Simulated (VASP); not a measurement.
Here is a VASP 6.6.1 calculation.

File INCAR:

```
PREC     = Accurate       # precision mode
ENCUT    = 520            # plane-wave cutoff, eV
EDIFF    = 1E-6           # SCF threshold, eV
ISMEAR   = -1             # smearing method
SIGMA    = 0.05           # smearing width, eV
LREAL    = F              # projectors in reciprocal space
LASPH    = T              # aspherical terms in the spheres
NELM     = 60             # most SCF steps
ALGO     = Normal         # electronic algorithm
ISIF     = 2              # what is computed and relaxed
LWAVE    = F              # write WAVECAR
LCHARG   = F              # write CHGCAR
GGA      = PS             # functional
NBANDS   = 26             # bands
```

The input KPOINTS:

```
Automatic mesh
0
Gamma
  11 11 11
```

File POSCAR:

```
NbAs
1.0
   -1.6966598780      1.6966598780      5.6587174800
    1.6966598780     -1.6966598780      5.6587174800
    1.6966598780      1.6966598780     -5.6587174800
Nb As
2 2
Direct
    0.4982829352     -0.0017170648      0.5000000000
    0.7482829352      0.7482829352      0.0000000000
    0.9177170648      0.4177170648      0.5000000000
    0.1677170648      0.1677170648      0.0000000000
```

Potentials or basis: VASP PAW PBE potentials, release 64 (Nb_sv, As).

Command:

```bash
$ cat potpaw_PBE.64/Nb_sv/POTCAR potpaw_PBE.64/As/POTCAR > POTCAR
$ mpirun -np 1 vasp_std > vasp.out
```

Task: Predict the band gap on the k mesh.

Result: Zero (filled and empty bands touch).

Task: What does it give for the pressure?

Result: 10.2 GPa.

Stress tensor (GPa, compression positive):
```
10.27  0.00  0.00
 0.00 10.27  0.00
 0.00  0.00 10.13
```

Caveat: the PAW data sets were made with another functional, which shifts forces and pressure a little.
